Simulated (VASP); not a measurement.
Input of a VASP 6.6.1 run:

File INCAR:

```
ALGO = Normal
EDIFF = 1E-6
ENCUT = 520
GGA = PE
ISIF = 2
ISMEAR = -1
LASPH = True
LCHARG = False
LREAL = False
LWAVE = False
NBANDS = 14
NELM = 60
PREC = Accurate
SIGMA = 0.05
```

KPOINTS

```
k-points
0
Gamma
  13 13 13
```

Contents of POSCAR:

```
CoSi
1.0
    0.0000000000      2.5436195725      2.5436195725
    2.5436195725      0.0000000000      2.5436195725
    2.5436195725      2.5436195725      0.0000000000
Co Si
1 1
Direct
    0.0000000000      0.0000000000      0.0000000000
    0.2500000000      0.2500000000      0.2500000000
```

Potentials or basis: VASP PAW PBE potentials, release 64 (Co, Si).

Run with:

```console
$ cat potpaw_PBE.64/Co/POTCAR potpaw_PBE.64/Si/POTCAR > POTCAR
$ mpirun -np 1 vasp_std > vasp.out
```

Task: Predict the pressure.

Result: 0.0 GPa.

Spin polarisation is off, so any magnetic state and its effect on volume and gap are missing.
